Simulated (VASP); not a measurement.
GeH2W8C8, 19 atoms in the cell. The cell holds a slab with vacuum, 19 atoms: a = 5.696 Å, b = 5.696 Å, c = 16.196 Å, α = 90.00°, β = 90.00°, γ = 120.00°. 

- Program: VASP 6.6.1
- Task: single point
- Functional: PBE
- Potentials or basis: VASP PAW PBE potentials, release 64 (W_sv, C, Ge_d, H)
- Cutoff: 520 eV
- k mesh: 4 × 4 × 1
- Occupations: gaussian, width 0.05 eV
- Spin: no spin polarisation
- Dipole correction: no
- Further INCAR settings: LREAL = Auto; ALGO = Normal; EDIFF = 1e-06; NBANDS = 95

Potentials or basis: VASP PAW PBE potentials, release 64 (W_sv, C, Ge_d, H).

The run is started by

```console
$ cat potpaw_PBE.64/W_sv/POTCAR potpaw_PBE.64/C/POTCAR potpaw_PBE.64/Ge_d/POTCAR potpaw_PBE.64/H/POTCAR > POTCAR
$ mpirun -np 1 vasp_std > vasp.out
```

Hardware: 1 thread of Intel(R) Xeon(R) 6975P-C (Granite Rapids), with other jobs on the host.

Q: How long does it take, and how much memory?

A: Wall time 11 min on 1 thread of Intel(R) Xeon(R) 6975P-C (Granite Rapids), with other jobs on the host, peak memory 0.65 GiB. Counts: scf iterations 28, k points 10.
